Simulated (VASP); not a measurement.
Lu, 2 atoms in the cell. It takes space group Fd-3m (No. 227, cubic). The conventional cell has a = 5.137 Å, b = 5.137 Å, c = 5.137 Å, α = 90.00°, β = 90.00°, γ = 90.00°. Lu (site symmetry -43m) has 4 Lu at 2.22 Å within 2.9 Å. This isn't the form of Lu at room conditions, which is hcp.

* Program: VASP 6.6.1
* Task: single point
* Functional: PBEsol
* Dispersion: D3(BJ)
* Potentials or basis: VASP PAW PBE potentials, release 64 (Lu)
* Cutoff: 520 eV
* k mesh: 5 × 5 × 5
* Occupations: fermi-dirac, width 0.05 eV
* Spin: no spin polarisation
* Dipole correction: no
* Further INCAR settings: ALGO = Normal; EDIFF = 1e-06; NBANDS = 32

Potentials or basis: VASP PAW PBE potentials, release 64 (Lu).

The run is started by

```bash
$ cat potpaw_PBE.64/Lu/POTCAR > POTCAR
$ mpirun -np 1 vasp_std > vasp.out
```

Hardware: 1 thread of Intel(R) Xeon(R) Platinum 8375C CPU @ 2.90GHz (Ice Lake) (shared host).

**Question.** How long does it take, and how much memory?

**Answer.** Run time: 14 s on 1 thread of Intel(R) Xeon(R) Platinum 8375C CPU @ 2.90GHz (Ice Lake), with other jobs on the host, peak memory 0.18 GiB. Counts: scf iterations 13, k points 10.
